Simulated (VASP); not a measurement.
# Si2Mo (I4/mmm) in VASP: a series of runs, part 2 of 2

VASP 6.6.1. Earlier steps stand in the parts before.

### Step 3. Electric field gradients, PBEsol (12.61 Å³/atom)

INCAR

```
SYSTEM = Si2Mo
ALGO = Normal
EDIFF = 1E-8
ENCUT = 520
GGA = PS
ISIF = 2
ISMEAR = -1
LASPH = .TRUE.
LCHARG = .FALSE.
LEFG = .TRUE.
LREAL = .FALSE.
LWAVE = .FALSE.
NBANDS = 18
NELM = 60
PREC = Accurate
SIGMA = 0.08
```

KPOINTS

```
k-points
0
G
  16 16 16
  0 0 0
```

POSCAR

```
Si2Mo
1.0
   -1.5673377739      1.5673377739      3.8502632003
    1.5673377739     -1.5673377739      3.8502632003
    1.5673377739      1.5673377739     -3.8502632003
Si Mo
2 1
Direct
    0.3330000000      0.3330000000      0.0000000000
    0.6670000000      0.6670000000      0.0000000000
    0.0000000000      0.0000000000      0.0000000000
```

Potentials or basis: VASP PAW PBE potentials, release 64 (Si, Mo_sv).

Launch:

```console
cat potpaw_PBE.64/Si/POTCAR potpaw_PBE.64/Mo_sv/POTCAR > POTCAR
mpirun -np 1 vasp_std > vasp.out
```

OUTCAR:

```text
SYSTEM = Si2Mo
   EDIFF = 1E-8
   ENCUT = 520
   GGA = PS
   ISIF = 2
   ISMEAR = -1
   LASPH = .TRUE.
   LREAL = .FALSE.
   NELM = 60
   PREC = Accurate

 ion  position               nearest neighbor table
   1  0.333  0.333  0.000-   2 2.56   2 2.56   2 2.56   2 2.56   3 2.56   3 2.56   3 2.56   3 2.56
                             3 2.56   2 2.57
   2  0.667  0.667  0.000-   1 2.56   1 2.56   1 2.56   1 2.56   3 2.56   3 2.56   3 2.56   3 2.56
                             3 2.56   1 2.57
   3  0.000  0.000  0.000-   2 2.56   1 2.56   2 2.56   1 2.56   2 2.56   1 2.56   1 2.56   2 2.56
                             1 2.56   2 2.56

  LATTYP: Found a body centered tetragonal cell.
 ALAT       =     3.1346755478
 C/A-ratio  =     2.4565625001

  Lattice vectors:

 A1 = (  -1.5673377739,   1.5673377739,   3.8502632003)
 A2 = (   1.5673377739,  -1.5673377739,   3.8502632003)
 A3 = (   1.5673377739,   1.5673377739,  -3.8502632003)

Analysis of symmetry for initial positions (statically):
=====================================================================
[... 707 lines left out ...]
 -----------------------------------------------------------------------------------
      0.00000      0.00000      2.56428        -0.000000     -0.000000      0.224025
      0.00000      0.00000      5.13625        -0.000000     -0.000000     -0.224025
      0.00000      0.00000      0.00000         0.000000      0.000000     -0.000000
 -----------------------------------------------------------------------------------
    total drift:                                0.000000      0.000000     -0.000000

  FREE ENERGIE OF THE ION-ELECTRON SYSTEM (eV)
  ---------------------------------------------------
  free  energy   TOTEN  =       -25.0015246999 eV

  energy  without entropy=      -24.9959531891  energy(sigma->0) =      -24.99873894

 Electric field gradients (V/A^2)
---------------------------------------------------------------------
 ion       V_xx      V_yy      V_zz      V_xy      V_xz      V_yz
---------------------------------------------------------------------
   1       6.851     6.851   -13.702     0.000     0.000     0.000
   2       6.851     6.851   -13.702     0.000     0.000     0.000
   3      33.460    33.460   -66.921     0.001     0.000     0.000
---------------------------------------------------------------------

 Electric field gradients after diagonalization (V/A^2)
 (convention: |V_zz| > |V_xx| > |V_yy|)
----------------------------------------------------------------------
 ion       V_xx      V_yy      V_zz     asymmetry (V_yy - V_xx)/ V_zz
----------------------------------------------------------------------
   1       6.851     6.851   -13.702       0.000
   2       6.851     6.851   -13.702       0.000
   3      33.461    33.460   -66.921       0.000
----------------------------------------------------------------------

           NMR quadrupolar parameters

 Cq : quadrupolar parameter    Cq=e*Q*V_zz/h
 eta: asymmetry parameters     (V_yy - V_xx)/ V_zz
 Q  : nuclear electric quadrupole moment in mb (millibarn)
----------------------------------------------------------------------
 ion       Cq(MHz)       eta       Q (mb)
----------------------------------------------------------------------
   1      -0.033       0.000       1.000
   2      -0.033       0.000       1.000
   3      -0.162       0.000       1.000
----------------------------------------------------------------------
```

stdout:

```text
POSCAR found type information on POSCAR SiMo
 POSCAR found :  2 types and       3 ions
 scaLAPACK will be used
 -----------------------------------------------------------------------------
|                                                                             |
|                                                                             |
|     You enforced a specific xc type in the INCAR file but a different       |
|     I HOPE YOU KNOW WHAT YOU ARE DOING!                                     |
|                                                                             |
 -----------------------------------------------------------------------------

 LDA part: xc-table for (Slater+PW92), standard interpolation
 POSCAR, INCAR and KPOINTS ok, starting setup
 FFT: planning ... GRIDC
 FFT: planning ... GRID_SOFT
 FFT: planning ... GRID
 WAVECAR not read
 entering main loop
ion   1

ion   2

ion   3
```

It took 4.9 min on 1 thread of Intel Xeon Platinum 8559C (Emerald Rapids), shared host; peak memory 0.36 GiB.

Results:

```
Free energy                             : -25.0015 eV
Pressure                                : 12.7 GPa
Largest force                           : 0.224 eV/Å
Band gap on the k mesh                  : zero (bands 11 and 12 overlap by 1.08 eV)
Largest electric field gradient by atom : Si -13.7; Mo -66.9 V/Å²
```

Forces on the atoms (eV/Å):
```
Si   0.000  0.000  0.224
Si   0.000  0.000 -0.224
Mo   0.000  0.000  0.000
```

Levels at points of the mesh, in eV from the Fermi level:
```tsv
k point	band 9	band 10	band 11	band 12	band 13	band 14
(0.00, 0.00, 0.00)	-2.82	-2.82	0.46	2.87	3.51	3.85
(0.50, 0.00, 0.00)	-2.84	-2.68	-0.59	2.49	3.16	4.42
(0.50, 0.50, 0.00)	-4.72	-3.31	-1.11	2.56	3.02	3.29
(0.50, 0.50, 0.50)	-0.63	-0.63	-0.49	-0.49	0.62	4.91
```

Electric field gradients, principal values (V/Å²):
```tsv
atom	least	middle	greatest (by size)
1 Si	6.851	6.851	-13.702
2 Si	6.851	6.851	-13.702
3 Mo	33.460	33.461	-66.921
```

Caveat: the cell stands under pressure; without QUAD_EFG the Cq values of the log hold for a quadrupole moment of 1 mb, not for the nuclei; the PAW data sets were made with another functional, which shifts forces and pressure a little.

### Step 4. Electric field gradients, PBEsol (13.15 Å³/atom)

This run uses another cell than the first one, of 13.15 Å³/atom.

INCAR

```
PREC = Accurate ; ENCUT = 520
EDIFF = 1E-8 ; ISMEAR = -1
SIGMA = 0.08 ; LREAL = False
LASPH = True ; NELM = 60
ALGO = Normal ; ISIF = 2
LWAVE = False ; LCHARG = False
GGA = PS ; LEFG = True
NBANDS = 18
```

KPOINTS

```
Automatic mesh
0
Gamma
  16 16 16
```

POSCAR

```
Si2Mo
1.0
   -1.5892614214      1.5892614214      3.9041200105
    1.5892614214     -1.5892614214      3.9041200105
    1.5892614214      1.5892614214     -3.9041200105
Si Mo
2 1
Direct
    0.3330000000      0.3330000000      0.0000000000
    0.6670000000      0.6670000000      0.0000000000
    0.0000000000      0.0000000000      0.0000000000
```

Potentials or basis: VASP PAW PBE potentials, release 64 (Si, Mo_sv).

Launch:

```console
cat potpaw_PBE.64/Si/POTCAR potpaw_PBE.64/Mo_sv/POTCAR > POTCAR
mpirun -np 1 vasp_std > vasp.out
```

OUTCAR:

```text
PREC = Accurate
   ENCUT = 520
   EDIFF = 1E-8
   ISMEAR = -1
   LREAL = False
   LASPH = True
   NELM = 60
   ISIF = 2
   GGA = PS

 ion  position               nearest neighbor table
   1  0.333  0.333  0.000-   2 2.59   2 2.59   2 2.59   2 2.59   3 2.60   3 2.60   3 2.60   3 2.60
                             3 2.60   2 2.61
   2  0.667  0.667  0.000-   1 2.59   1 2.59   1 2.59   1 2.59   3 2.60   3 2.60   3 2.60   3 2.60
                             3 2.60   1 2.61
   3  0.000  0.000  0.000-   2 2.60   1 2.60   2 2.60   1 2.60   2 2.60   1 2.60   1 2.60   2 2.60
                             1 2.60   2 2.60

[... 732 lines left out ...]
 Electric field gradients (V/A^2)
---------------------------------------------------------------------
 ion       V_xx      V_yy      V_zz      V_xy      V_xz      V_yz
---------------------------------------------------------------------
   1       6.207     6.207   -12.414    -0.000    -0.000    -0.000
   2       6.207     6.207   -12.414    -0.000    -0.000    -0.000
   3      30.645    30.645   -61.290     0.001     0.000     0.000
---------------------------------------------------------------------

 Electric field gradients after diagonalization (V/A^2)
 (convention: |V_zz| > |V_xx| > |V_yy|)
----------------------------------------------------------------------
 ion       V_xx      V_yy      V_zz     asymmetry (V_yy - V_xx)/ V_zz
----------------------------------------------------------------------
   1       6.207     6.207   -12.414       0.000
   2       6.207     6.207   -12.414       0.000
   3      30.646    30.644   -61.290       0.000
----------------------------------------------------------------------

           NMR quadrupolar parameters

 Cq : quadrupolar parameter    Cq=e*Q*V_zz/h
 eta: asymmetry parameters     (V_yy - V_xx)/ V_zz
 Q  : nuclear electric quadrupole moment in mb (millibarn)
----------------------------------------------------------------------
 ion       Cq(MHz)       eta       Q (mb)
----------------------------------------------------------------------
   1      -0.030       0.000       1.000
   2      -0.030       0.000       1.000
   3      -0.148       0.000       1.000
----------------------------------------------------------------------
```

stdout:

```text
POSCAR found type information on POSCAR SiMo
 POSCAR found :  2 types and       3 ions
 scaLAPACK will be used
 -----------------------------------------------------------------------------
|                                                                             |
|                                                                             |
|     You enforced a specific xc type in the INCAR file but a different       |
|     I HOPE YOU KNOW WHAT YOU ARE DOING!                                     |
|                                                                             |
 -----------------------------------------------------------------------------

 LDA part: xc-table for (Slater+PW92), standard interpolation
 POSCAR, INCAR and KPOINTS ok, starting setup
 FFT: planning ... GRIDC
 FFT: planning ... GRID_SOFT
 FFT: planning ... GRID
 WAVECAR not read
 entering main loop
ion   1

ion   2

ion   3
```

It took 5.5 min on 1 thread of Intel Xeon Platinum 8559C (Emerald Rapids), shared host; peak memory 0.37 GiB.

Results:

* Free energy: -25.0744 eV
* Pressure: 2.1 GPa
* Largest force: 0.292 eV/Å
* Band gap on the k mesh: zero (bands 11 and 12 overlap by 1.05 eV)
* Largest electric field gradient by atom: Si -12.4; Mo -61.3 V/Å²

Forces in eV/Å, atoms in the order of the input:
```
Si   0.000  0.000  0.292
Si   0.000  0.000 -0.292
Mo   0.000  0.000  0.000
```

Stress tensor (GPa, compression positive):
```
2.33 0.00 0.00
0.00 2.33 0.00
0.00 0.00 1.69
```

Electric field gradients, principal values (V/Å²):
| atom | least | middle | greatest (by size) |
| --- | --- | --- | --- |
| 1 Si | 6.207 | 6.207 | -12.414 |
| 2 Si | 6.207 | 6.207 | -12.414 |
| 3 Mo | 30.644 | 30.646 | -61.290 |

Caveat: without QUAD_EFG the Cq values of the log hold for a quadrupole moment of 1 mb, not for the nuclei; the PAW data sets were made with another functional, which shifts forces and pressure a little.
